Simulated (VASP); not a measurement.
# Zn (Pm-3m) in VASP: further runs

Zn is run at these levels: PBE; tasks: single point, relaxation of cell and atoms.

Program: VASP 6.6.1. These are calculated values, not measurements. Logs are shortened: lines on timing, memory, paths and dates and some standing lists are left out, and cuts for length are marked.

## Step 1: The cell of the first run

It takes space group Pm-3m (No. 221, cubic). Conventional cell: a = 2.628 Å, b = 2.628 Å, c = 2.628 Å, α = 90.00°, β = 90.00°, γ = 90.00°. Within 3.5 Å of Zn (site symmetry m-3m) lie 6 Zn at 2.63 Å.

## Step 2: Single point, PBE

File INCAR:

```
SYSTEM = Zn
PREC     = Accurate       ! precision mode
ENCUT    = 520            ! plane-wave cutoff, eV
EDIFF    = 1E-6           ! SCF threshold, eV
ISMEAR   = 1              ! smearing method
SIGMA    = 0.05           ! smearing width, eV
LREAL    = .False.        ! projectors in reciprocal space
LASPH    = .True.         ! aspherical terms in the spheres
NELM     = 60             ! most SCF steps
ALGO     = Normal         ! electronic algorithm
ISIF     = 2              ! what is computed and relaxed
LWAVE    = .False.        ! write WAVECAR
LCHARG   = .True.         ! write CHGCAR
GGA      = PE             ! functional
LELF     = .True.         ! ELF
LVHAR    = .True.       
NBANDS   = 12             ! bands
```

File KPOINTS:

```
regular mesh
0
Gamma
  18 18 18
  0 0 0
```

File POSCAR:

```
Zn
1.0
    2.6283379498      0.0000000000      0.0000000000
    0.0000000000      2.6283379498      0.0000000000
    0.0000000000      0.0000000000      2.6283379498
Zn
1
Direct
    0.0000000000      0.0000000000      0.0000000000
```

Potentials or basis: VASP PAW PBE potentials, release 64 (Zn).

Run with:

```sh
cat potpaw_PBE.64/Zn/POTCAR > POTCAR
mpirun -np 1 vasp_std > vasp.out
```

OUTCAR:

```text
SYSTEM = Zn
   PREC = Accurate
   ENCUT = 520
   EDIFF = 1E-6
   ISMEAR = 1
   LREAL = .False.
   LASPH = .True.
   NELM = 60
   ISIF = 2
   GGA = PE

 ion  position               nearest neighbor table
   1  0.000  0.000  0.000-

  LATTYP: Found a simple cubic cell.
 ALAT       =     2.6283379498

  Lattice vectors:

 A1 = (   2.6283379498,   0.0000000000,   0.0000000000)
 A2 = (   0.0000000000,   2.6283379498,   0.0000000000)
 A3 = (   0.0000000000,   0.0000000000,   2.6283379498)

Analysis of symmetry for initial positions (statically):
=====================================================================
 Subroutine PRICEL returns:
 Original cell was already a primitive cell.

 Routine SETGRP: Setting up the symmetry group for a
 simple cubic supercell.

 Subroutine GETGRP returns: Found 48 space group operations
 (whereof 48 operations were pure point group operations)
 out of a pool of 48 trial point group operations.

The static configuration has the point symmetry O_h .

Analysis of symmetry for dynamics (positions and initial velocities):
=====================================================================
 Subroutine PRICEL returns:
 Original cell was already a primitive cell.

 Routine SETGRP: Setting up the symmetry group for a
 simple cubic supercell.

 Subroutine GETGRP returns: Found 48 space group operations
 (whereof 48 operations were pure point group operations)
 out of a pool of 48 trial point group operations.

The dynamic configuration has the point symmetry O_h .

 Subroutine INISYM returns: Found 48 space group operations
 (whereof 48 operations are pure point group operations),
 and found     1 'primitive' translations

----------------------------------------------------------------------------------------

                                     Primitive cell

  volume of cell :      18.1570

  direct lattice vectors                    reciprocal lattice vectors
     2.628337950  0.000000000  0.000000000     0.380468577  0.000000000  0.000000000
     0.000000000  2.628337950  0.000000000     0.000000000  0.380468577  0.000000000
     0.000000000  0.000000000  2.628337950     0.000000000  0.000000000  0.380468577

  length of vectors
     2.628337950  2.628337950  2.628337950     0.380468577  0.380468577  0.380468577

  position of ions in fractional coordinates (direct lattice)
     0.000000000  0.000000000  0.000000000

  ion indices of the primitive-cell ions
   primitive index   ion index
                 1           1

----------------------------------------------------------------------------------------

 KPOINTS: regular mesh

[... 73 lines left out ...]
   ISIF   =      2    stress and relaxation
   ISYM   =      2    0-nonsym 1-usesym 2-fastsym
   POTIM  = 0.5000    time-step for ionic-motion
   TEBEG  =    0.0;   TEEND  =   0.0 temperature during run
   PSTRESS=    0.0 pullay stress
   NELECT =      12.0000    total number of electrons
   NUPDOWN=      -1.0000    fix difference up-down
   EMIN   =  10.00;   EMAX   =-10.00  energy-range for DOS
   EFERMI =   0.00;   METHOD = LEGACY
   ISMEAR =     1;   SIGMA  =   0.05  broadening in eV -4-tet -1-fermi 0-gaus
   EFERMI_NEDOS =   21; number of points for ismear=-14 and -15
   IALGO  =     38    algorithm
   IMIX   =      4    mixing-type and parameters
     AMIX     =   0.40;   BMIX     =  1.00
     AMIX_MAG =   1.60;   BMIX_MAG =  1.00
  volume/ion in A,a.u.               =      18.16       122.53
  Fermi-wavevector in a.u.,A,eV,Ry     =   1.426004  2.694757 27.667271  2.033487
  Thomas-Fermi vector in A             =   2.546327
   LORBIT       =      0    0 simple, 1 ext, 2 COOP (PROOUT), +10 PAW based schemes
   GGA     = PE    functional components
   LHFCALC =     F    Hartree Fock is set to
   AEXX    =    0.0000 exact exchange contribution
   IVDW    =     0    specifies the selected vdW correction
   LEPSILON=     F    determine dielectric tensor
   LRPA    =     F    only Hartree local field effects (RPA)
 non-spin polarized calculation
 Methfessel and Paxton  Order N= 1 SIGMA  =   0.05
  energy-cutoff  :      520.00
  volume of cell :       18.16
 maximum number of plane-waves:       512
 NGX is ok and might be reduce to    20
   NGX =  9   NGY =  9   NGZ =  9

 number of electron      12.0000006 magnetization

 Free energy of the ion-electron system (eV)
  ---------------------------------------------------
  ext. energy  EPLUGINS =         0.00000000
  ---------------------------------------------------
  free energy    TOTEN  =        -0.88168882 eV

  energy without entropy =       -0.88167761  energy(sigma->0) =       -0.88168508

 E-fermi :   1.7809     XC(G=0): -10.5800

 val. band max:        1.7533392358   @ k =   0.4444   0.4444   0.0556
 cond. band min:       1.7903796396   @ k =   0.5000   0.3889   0.1111
 fundamental gap:      0.0370404038
 Fermi energy:         1.7809423947

 k-point     1 :       0.0000    0.0000    0.0000
  band No.  band energies     occupation
      1      -7.1851      2.00000
      2      -6.1072      2.00000
      3      -6.1072      2.00000
      4      -4.9572      2.00000
      5      -4.9572      2.00000
      6      -4.9572      2.00000
      7      14.0149      0.00000
      8      14.0149      0.00000
      9      14.0149      0.00000
     10      16.9261      0.00000
     11      16.9261      0.00000
     12      19.6147      0.00000
[... 331 lines left out ...]
 k-point    24 :       0.3333    0.1111    0.0000
  band No.  band energies     occupation
      1      -5.9965      2.00000
      2      -5.8649      2.00000
      3      -5.3353      2.00000
      4      -5.2044      2.00000
      5      -4.9729      2.00000
      6      -4.0262      2.00000
      7       3.6635      0.00000
      8      13.4089      0.00000
      9      16.9644      0.00000
     10      19.5723      0.00000
     11      20.6509      0.00000
     12      23.9195      0.00000

 [... further k-points ...]
[... 5 lines left out ...]
  --------------------------------------------------------------------------------------
  -------------------------------------------------------------------------------------
  Total        0.0264092      0.0264092      0.0264092     -0.0000000      0.0000000     -0.0000000
  in kB        2.3303565      2.3303565      2.3303565     -0.0000000      0.0000000     -0.0000000
  external PRESSURE =       2.3303565 kB  Pullay stress =       0.0000000 kB

 VOLUME and BASIS-vectors are now :
 -----------------------------------------------------------------------------
  energy-cutoff  :      520.00
  volume of cell :       18.16
      direct lattice vectors                 reciprocal lattice vectors
     2.628337950  0.000000000  0.000000000     0.380468577  0.000000000  0.000000000
     0.000000000  2.628337950  0.000000000     0.000000000  0.380468577  0.000000000
     0.000000000  0.000000000  2.628337950     0.000000000  0.000000000  0.380468577

 POSITION                                       TOTAL-FORCE (eV/Angst)
 -----------------------------------------------------------------------------------
      0.00000      0.00000      0.00000         0.000000      0.000000      0.000000
 -----------------------------------------------------------------------------------
    total drift:                               -0.000000      0.000000      0.000000

  FREE ENERGIE OF THE ION-ELECTRON SYSTEM (eV)
  ---------------------------------------------------
  free  energy   TOTEN  =        -0.8816888194 eV

  energy  without entropy=       -0.8816776125  energy(sigma->0) =       -0.88168508
```

stdout:

```text
POSCAR found type information on POSCAR Zn
 POSCAR found :  1 types and       1 ions
 scaLAPACK will be used
 LDA part: xc-table for (Slater+PW92), standard interpolation
 POSCAR, INCAR and KPOINTS ok, starting setup
 FFT: planning ... GRIDC
 FFT: planning ... GRID_SOFT
 FFT: planning ... GRID
 WAVECAR not read
 entering main loop
```

Run time: 11 s. Hardware: 1 thread of Intel Xeon 6975P-C (Granite Rapids), shared host; peak memory 0.15 GiB.

What came out:

```yaml
Free_energy: -0.8817 eV
Pressure: 0.2 GPa
Band_gap_on_the_k_mesh: zero (band 6 reaches 7.30 eV, above the bottom of band 7 at -0.97 eV)
```

Levels at points of the mesh, in eV from the Fermi level:
| k point | band 3 | band 4 | band 5 | band 6 | band 7 | band 8 | band 9 | band 10 |
| --- | --- | --- | --- | --- | --- | --- | --- | --- |
| (0.00, 0.00, 0.00) | -7.89 | -6.74 | -6.74 | -6.74 | 12.23 | 12.23 | 12.23 | 15.15 |
| (0.50, 0.00, 0.00) | -7.07 | -7.07 | -6.71 | -2.89 | -2.76 | 16.69 | 16.69 | 19.24 |
| (0.50, 0.50, 0.00) | -7.01 | -7.01 | -6.47 | 1.41 | 1.41 | 2.50 | 6.16 | 21.57 |
| (0.50, 0.50, 0.50) | -7.62 | -6.45 | -6.45 | 5.52 | 5.52 | 5.52 | 9.48 | 10.65 |

## Step 3: Relaxation of cell and atoms, PBE

This run uses another cell than the first one, of 16.78 Å³/atom, 0.924 times its volume.

File INCAR:

```
PREC = Accurate
ENCUT = 600
EDIFF = 1E-6
ISMEAR = 1
SIGMA = 0.05
LREAL = False
LASPH = True
NELM = 80
ALGO = Normal
ISIF = 3
LWAVE = False
LCHARG = False
GGA = PE
IBRION = 2
NSW = 60
EDIFFG = -0.02
```

File KPOINTS:

```
Automatic mesh
0
Gamma
  18 18 18
```

File POSCAR:

```
Zn
1.0
    2.5600000000      0.0000000000      0.0000000000
    0.0000000000      2.5600000000      0.0000000000
    0.0000000000      0.0000000000      2.5600000000
Zn
1
Direct
    0.0000000000      0.0000000000      0.0000000000
```

Potentials or basis: VASP PAW PBE potentials, release 64 (Zn).

Run with:

```sh
cat potpaw_PBE.64/Zn/POTCAR > POTCAR
mpirun -np 1 vasp_std > vasp.out
```

OUTCAR:

```text
PREC = Accurate
   ENCUT = 600
   EDIFF = 1E-6
   ISMEAR = 1
   LREAL = False
   LASPH = True
   NELM = 80
   ISIF = 3
   GGA = PE
   IBRION = 2
   NSW = 60
   EDIFFG = -0.02

 ion  position               nearest neighbor table
   1  0.000  0.000  0.000-

  LATTYP: Found a simple cubic cell.
 ALAT       =     2.5600000000

  Lattice vectors:

 A1 = (   2.5600000000,   0.0000000000,   0.0000000000)
 A2 = (   0.0000000000,   2.5600000000,   0.0000000000)
 A3 = (   0.0000000000,   0.0000000000,   2.5600000000)

Analysis of symmetry for initial positions (statically):
=====================================================================
 Subroutine PRICEL returns:
 Original cell was already a primitive cell.

 Routine SETGRP: Setting up the symmetry group for a
 simple cubic supercell.

 Subroutine GETGRP returns: Found 48 space group operations
 (whereof 48 operations were pure point group operations)
 out of a pool of 48 trial point group operations.

The static configuration has the point symmetry O_h .

Analysis of symmetry for dynamics (positions and initial velocities):
=====================================================================
 Subroutine PRICEL returns:
 Original cell was already a primitive cell.

 Routine SETGRP: Setting up the symmetry group for a
 simple cubic supercell.

 Subroutine GETGRP returns: Found 48 space group operations
 (whereof 48 operations were pure point group operations)
 out of a pool of 48 trial point group operations.

The dynamic configuration has the point symmetry O_h .

 Subroutine INISYM returns: Found 48 space group operations
 (whereof 48 operations are pure point group operations),
 and found     1 'primitive' translations

----------------------------------------------------------------------------------------

                                     Primitive cell

  volume of cell :      16.7772

  direct lattice vectors                    reciprocal lattice vectors
     2.560000000  0.000000000  0.000000000     0.390625000  0.000000000  0.000000000
     0.000000000  2.560000000  0.000000000     0.000000000  0.390625000  0.000000000
     0.000000000  0.000000000  2.560000000     0.000000000  0.000000000  0.390625000

  length of vectors
     2.560000000  2.560000000  2.560000000     0.390625000  0.390625000  0.390625000

  position of ions in fractional coordinates (direct lattice)
     0.000000000  0.000000000  0.000000000

  ion indices of the primitive-cell ions
   primitive index   ion index
                 1           1

----------------------------------------------------------------------------------------

 KPOINTS: Automatic mesh

Automatic generation of k-mesh.
 Grid dimensions read from file:
 generate k-points for:   18   18   18

 Generating k-lattice:

  Cartesian coordinates                     Fractional coordinates (reciprocal lattice)
     0.021701389  0.000000000  0.000000000     0.055555556  0.000000000  0.000000000
[... 40 lines left out ...]
 [... further k-points ...]
   k-points           NKPTS =    220   k-points in BZ     NKDIM =    220   number of bands    NBANDS=     10
   number of dos      NEDOS =    301   number of ions     NIONS =      1
   total plane-waves  NPLWV =   8000
   dimension x,y,z NGX =    20 NGY =   20 NGZ =   20
   dimension x,y,z NGXF=    40 NGYF=   40 NGZF=   40
   ions per type =               1
   NGX,Y,Z   is equivalent  to a cutoff of  12.99, 12.99, 12.99 a.u.
   NGXF,Y,Z  is equivalent  to a cutoff of  25.98, 25.98, 25.98 a.u.
 SYSTEM =  unknown system
   PREC   = accura    normal or accurate (medium, high low for compatibility)
   ISTART =      0    job   : 0-new  1-cont  2-samecut
   ICHARG =      2    charge: 1-file 2-atom 10-const
   ISPIN  =      1    spin polarized calculation?
   LNONCOLLINEAR =      F non collinear calculations
   LSORBIT =      F    spin-orbit coupling
   LASPH  =      T    aspherical Exc in radial PAW
   ENCUT  =  600.0 eV  44.10 Ry    6.64 a.u.   5.11  5.11  5.11*2*pi/ulx,y,z
   NELM   =     80;   NELMIN=  2; NELMDL= -5     # of ELM steps
   EDIFF  = 0.1E-05   stopping-criterion for ELM
   LREAL  =      F    real-space projection
   EDIFFG = -.2E-01   stopping-criterion for IOM
   NSW    =     60    number of steps for IOM
   IBRION =      2    ionic relax: 0-MD 1-quasi-New 2-CG
   NFREE  =      1    steps in history (QN), initial steepest desc. (CG)
   ISIF   =      3    stress and relaxation
   ISYM   =      2    0-nonsym 1-usesym 2-fastsym
   POTIM  = 0.5000    time-step for ionic-motion
   TEBEG  =    0.0;   TEEND  =   0.0 temperature during run
   PSTRESS=    0.0 pullay stress
   NELECT =      12.0000    total number of electrons
   NUPDOWN=      -1.0000    fix difference up-down
   EMIN   =  10.00;   EMAX   =-10.00  energy-range for DOS
   EFERMI =   0.00;   METHOD = LEGACY
   ISMEAR =     1;   SIGMA  =   0.05  broadening in eV -4-tet -1-fermi 0-gaus
   EFERMI_NEDOS =   21; number of points for ismear=-14 and -15
   IALGO  =     38    algorithm
   IMIX   =      4    mixing-type and parameters
     AMIX     =   0.40;   BMIX     =  1.00
     AMIX_MAG =   1.60;   BMIX_MAG =  1.00
  volume/ion in A,a.u.               =      16.78       113.22
  Fermi-wavevector in a.u.,A,eV,Ry     =   1.464070  2.766692 29.164115  2.143502
  Thomas-Fermi vector in A             =   2.580090
   LORBIT       =      0    0 simple, 1 ext, 2 COOP (PROOUT), +10 PAW based schemes
   GGA     = PE    functional components
   LHFCALC =     F    Hartree Fock is set to
   AEXX    =    0.0000 exact exchange contribution
   IVDW    =     0    specifies the selected vdW correction
   LEPSILON=     F    determine dielectric tensor
   LRPA    =     F    only Hartree local field effects (RPA)
 conjugate gradient relaxation of ions
 non-spin polarized calculation
 Methfessel and Paxton  Order N= 1 SIGMA  =   0.05
  energy-cutoff  :      600.00
  volume of cell :       16.78
 maximum number of plane-waves:       587
   NGX = 11   NGY = 11   NGZ = 11

--------------------------------------- Ionic step        1  -------------------------------------------

 number of electron      11.9999984 magnetization

 Free energy of the ion-electron system (eV)
  ---------------------------------------------------
  ext. energy  EPLUGINS =         0.00000000
  ---------------------------------------------------
  free energy    TOTEN  =        -0.86001298 eV

  energy without entropy =       -0.85993834  energy(sigma->0) =       -0.85998810

------------------------ aborting loop because EDIFF is reached ----------------------------------------

  FORCE on cell =-STRESS in cart. coord.  units (eV):
  Direction    XX          YY          ZZ          XY          YZ          ZX
  --------------------------------------------------------------------------------------
  -------------------------------------------------------------------------------------
  Total        0.5183954      0.5183954      0.5183954      0.0000000     -0.0000000      0.0000000
  in kB       49.5053135     49.5053135     49.5053135      0.0000000     -0.0000000      0.0000000
  external PRESSURE =      49.5053135 kB  Pullay stress =       0.0000000 kB
[... 57 lines left out ...]
--------------------------------------- Ionic step        3  -------------------------------------------

 number of electron      12.0000012 magnetization

 Free energy of the ion-electron system (eV)
  ---------------------------------------------------
  ext. energy  EPLUGINS =         0.00000000
  ---------------------------------------------------
  free energy    TOTEN  =        -0.88108520 eV

  energy without entropy =       -0.88106271  energy(sigma->0) =       -0.88107770

 E-fermi :   1.7530     XC(G=0): -10.5588

 val. band max:        1.7271197843   @ k =   0.4444   0.4444   0.0556
 cond. band min:       1.7602175403   @ k =   0.5000   0.3889   0.1111
 fundamental gap:      0.0330977560
 Fermi energy:         1.7530136763

 k-point     1 :       0.0000    0.0000    0.0000
  band No.  band energies     occupation
      1      -7.1816      2.00000
      2      -6.1198      2.00000
      3      -6.1198      2.00000
      4      -4.9789      2.00000
      5      -4.9789      2.00000
      6      -4.9789      2.00000
      7      13.9547      0.00000
      8      13.9547      0.00000
      9      13.9547      0.00000
     10      16.8624      0.00000
[... 287 lines left out ...]
 k-point    24 :       0.3333    0.1111    0.0000
  band No.  band energies     occupation
      1      -6.0092      2.00000
      2      -5.8775      2.00000
      3      -5.3531      2.00000
      4      -5.2240      2.00000
      5      -4.9944      2.00000
      6      -4.0370      2.00000
      7       3.6330      0.00000
      8      13.3493      0.00000
      9      16.8919      0.00000
     10      19.5011      0.00000

 [... further k-points ...]
[... 5 lines left out ...]
  --------------------------------------------------------------------------------------
  -------------------------------------------------------------------------------------
  Total        0.0019448      0.0019448      0.0019448      0.0000000      0.0000000      0.0000000
  in kB        0.1708689      0.1708689      0.1708689      0.0000000      0.0000000      0.0000000
  external PRESSURE =       0.1708689 kB  Pullay stress =       0.0000000 kB
[... 16 lines left out ...]
  FREE ENERGIE OF THE ION-ELECTRON SYSTEM (eV)
  ---------------------------------------------------
  free  energy   TOTEN  =        -0.8810852027 eV

  energy  without entropy=       -0.8810627064  energy(sigma->0) =       -0.88107770

 reached required accuracy - stopping structural energy minimisation
```

It took 24 s on 1 thread of Intel Xeon 6975P-C (Granite Rapids), shared host; peak memory 0.16 GiB.

What came out:

```
Free energy                            : -0.8811 eV
Relaxed volume                         : 18.24 Å³/atom
Relaxed cell                           : a = 2.632 Å, b = 2.632 Å, c = 2.632 Å, α = 90.00°, β = 90.00°, γ = 90.00°
Space group after relaxing (to 0.05 Å) : Pm-3m (No. 221)
Energy gained by relaxing              : 21.1 meV/atom
Ionic steps                            : 3
Pressure after relaxing                : 0.0 GPa
Band gap on the k mesh                 : zero (band 6 reaches 7.26 eV, above the bottom of band 7 at -0.98 eV)
```

The path:
```tsv
step	energy change (eV)	largest force (eV/Å)	pressure (GPa)	volume (Å³)
1	0.0000	0.0000	4.95	16.78
2	-0.0208	0.0000	0.46	18.07
3	-0.0211	0.0000	0.02	18.24
```

Final structure:
```yaml
crystal:
  lattice:
    - [2.63212, 0.00000, 0.00000]
    - [0.00000, 2.63212, 0.00000]
    - [0.00000, 0.00000, 2.63212]
  atoms:
    - { symbol: Zn, position: [0.00000, 0.00000, 0.00000] }
```
